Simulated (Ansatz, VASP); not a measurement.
## One calculation of CsRb, two programs

Contents of INCAR:

```
SYSTEM = CsRb
PREC = Accurate
ENCUT = 520
EDIFF = 1E-7
ISMEAR = 0
SIGMA = 0.15
LREAL = .FALSE.
LASPH = .TRUE.
NELM = 100
ALGO = Normal
ISIF = 2
LWAVE = .FALSE.
LCHARG = .FALSE.
GGA = CA
NBANDS = 16
```

Contents of KPOINTS:

```
regular mesh
0
G
  10 10 6
  0 0 0
```

File POSCAR:

```
CsRb
1.0
    3.0378637800     -4.2531526300      0.0000000000
    3.0378637800      4.2531526300      0.0000000000
    0.0000000000      0.0000000000      8.6416382206
Cs Rb
1 1
Direct
    0.0000000000      0.0000000000      0.0000000000
    0.5000000000      0.5000000000      0.5000000000
```

Input for Ansatz:

```yaml
crystal:
  lattice:
    - [3.03786378, -4.25315263, 0.0]
    - [3.03786378, 4.25315263, 0.0]
    - [0.0, 0.0, 8.6416382206]
  atoms:
    - { symbol: Cs, position: [0.0, 0.0, 0.0] }
    - { symbol: Rb, position: [0.5, 0.5, 0.5] }
basis:
  ecutwfc: 420
kpoints:
  mp_grid: { grid: [10, 10, 6] }
hamiltonian:
  xc: lda
scf:
  occupations: { method: gaussian, width: 0.15 }
output:
  forces: true
  stress: true
  eigenvalues: true
```

Change from the starting cell: strain +0.000 along x and y, +0.030 along z, atoms carried along.

Alike in both runs: task single point; functional LDA; k mesh 10 × 10 × 6; occupations gaussian, width 0.15 eV; no spin polarisation.

```csv
,VASP,Ansatz
version,VASP 6.6.1,Ansatz 0.2.0
potentials or method,"VASP PAW LDA potentials, release 64 (Cs_sv, Rb_sv), cutoff 520 eV","scalar-relativistic, plane waves, PAW"
valence electrons in the cell,18,18
```

|  | VASP | Ansatz | Ansatz less VASP |
| --- | --- | --- | --- |
| gap on the k mesh at the Fermi level (eV) | none | none | - |
| pressure (GPa) | -0.5 | -0.5 | 0.00 |

LDA's correlation is that of Perdew and Zunger in VASP and of Perdew and Wang (1992) in Ansatz. A gap of «none» marks a metal or a gap that the smearing closes.

Neither program's run includes spin-orbit coupling.
